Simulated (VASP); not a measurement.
A run of VASP 6.6.1:

File INCAR:

```
SYSTEM = LiF
PREC = Accurate ; ENCUT = 520
EDIFF = 1E-6 ; ISMEAR = 0
SIGMA = 0.05 ; LREAL = .False.
LASPH = .True. ; NELM = 60
ALGO = Normal ; ISIF = 2
LWAVE = .False. ; LCHARG = .False.
GGA = PE ; NBANDS = 12
```

The input KPOINTS:

```
Automatic mesh
0
Gamma
  10 10 10
  0 0 0
```

File POSCAR:

```
LiF
1.0
    2.7642956400      0.0000000000      0.0000000000
    0.0000000000      2.7642956400      0.0000000000
    0.0000000000      0.0000000000      2.6619143200
Li F
1 1
Direct
    0.0000000000      0.0000000000      0.0000000000
    0.5000000000      0.5000000000      0.5000000000
```

Potentials or basis: VASP PAW PBE potentials, release 64 (Li_sv, F).

The run is started by

```bash
$ cat potpaw_PBE.64/Li_sv/POTCAR potpaw_PBE.64/F/POTCAR > POTCAR
$ mpirun -np 1 vasp_std > vasp.out
```

Hardware: 1 thread of AMD EPYC 7R43 64-Core Processor (Zen 3), on a shared host.

Problem. Estimate the wall time of this run.

Solution. It took 28 s on 1 thread of AMD EPYC 7R43 64-Core Processor (Zen 3) (shared host), peak memory 0.11 GiB. Counts: scf iterations 11, k points 126.
